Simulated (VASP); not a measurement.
InSe5:

```xyz
6
Lattice="6.2286 0.0000 0.0000 -3.1143 5.3941 0.0000 0.0000 0.0000 5.1036" Properties=species:S:1:pos:R:3 pbc="T T T"
In    0.0000    0.0000    0.0000
Se    0.0000    3.5961    0.0000
Se    3.1143    1.7980    0.0000
Se    3.1143    0.0000    2.5518
Se    1.5572    2.6971    2.5518
Se   -1.5572    2.6971    2.5518
```

The cell was built from a structure type or drawn by symmetry, and may not be a known phase.

```yaml
Program: VASP 6.6.1
Task: relaxation of cell and atoms
Functional: PBE
Potentials_or_basis: VASP PAW PBE potentials, release 64 (In_d, Se)
Cutoff: 600 eV
k_mesh: 3 × 3 × 4
Occupations: gaussian, width 0.1 eV
Spin: no spin polarisation
```

At the start: pressure -5.4 GPa; volume 28.58 Å³/atom.

How do energy, volume and symmetry change on relaxing?

Over 13 steps the energy falls by 251.9 meV/atom and the volume is 27.35 Å³/atom (-4.3 %); space group P6/mmm (No. 191, to 0.1 Å) before and after.

The path:
| step | energy change (eV) | largest force (eV/Å) | pressure (GPa) | volume (Å³) |
| --- | --- | --- | --- | --- |
| 1 | 0.0000 | 0.0000 | -5.37 | 171.47 |
| 2 | -0.9127 | 0.0000 | -0.49 | 148.44 |
| 3 | -0.9698 | 0.0000 | 1.33 | 143.36 |
| 4 | -0.9718 | 0.0000 | 1.74 | 142.37 |
| 5 | -1.0858 | 0.0000 | 1.23 | 145.43 |
| 6 | -1.1299 | 0.0000 | 1.04 | 148.37 |
| 7 | -1.1471 | 0.0000 | 1.09 | 153.77 |
| 8 | -1.4924 | 0.0000 | 0.44 | 162.29 |
| 9 | -0.1403 | 0.0000 | 3.68 | 168.14 |
| 10 | -1.3767 | 0.0000 | 0.17 | 165.62 |
| 11 | -1.3922 | 0.0000 | 0.29 | 163.53 |
| 12 | -1.5081 | 0.0000 | 0.02 | 164.64 |
| 13 | -1.5117 | 0.0000 | -0.02 | 164.12 |

Final structure:
```xyz
6
Lattice="7.3051 0.0000 0.0000 -3.6525 6.3264 0.0000 0.0000 0.0000 3.5513" Properties=species:S:1:pos:R:3 pbc="T T T"
In    0.0000    0.0000    0.0000
Se    0.0000    4.2176    0.0000
Se    3.6525    2.1088    0.0000
Se    3.6525    0.0000    1.7756
Se    1.8263    3.1632    1.7756
Se   -1.8263    3.1632    1.7756
```

Caveat: the k points lie up to 0.44 Å⁻¹ apart in the final cell, too coarse for converged energies and pressures of a metal; a cell axis changed by over 15 % at a fixed basis, so the end point is rough.
